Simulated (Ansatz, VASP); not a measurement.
**One calculation of BaTiO3, two programs**

```
Ba Ti O
1.0
     3.91335    0.00000    0.00000
     0.00000    2.78554    2.79364
     0.00000   -2.78554    2.79364
Ba Ti O
1 1 3
Direct
  0.00000 0.00000 0.00000
  0.50000 0.51240 0.51240
  0.00000 0.48740 0.48740
  0.50000 0.50524 0.99184
  0.50000 0.99184 0.50524
```

Alike in both runs: task single point; functional r2SCAN; k mesh 6 × 6 × 6; no spin polarisation.

|  | VASP | Ansatz |
| --- | --- | --- |
| version | VASP 6.6.1 | Ansatz 0.2.0 |
| potentials or method | VASP PAW PBE potentials, release 64 (Ba_sv, Ti_sv, O), cutoff 520 eV | plane waves, PAW |
| occupations | fermi-dirac, width 0.1 eV | fermi-dirac |
| valence electrons in the cell | 40 | 40 |

```csv
,VASP,Ansatz,Ansatz less VASP
pressure (GPa),12.3,9.9,-2.41
"traceless stress, the component that is largest in VASP (GPa)",-0.47,-0.48,-0.010
```

VASP's potentials were made for PBE, not for r2SCAN.

Neither program's run includes spin-orbit coupling.
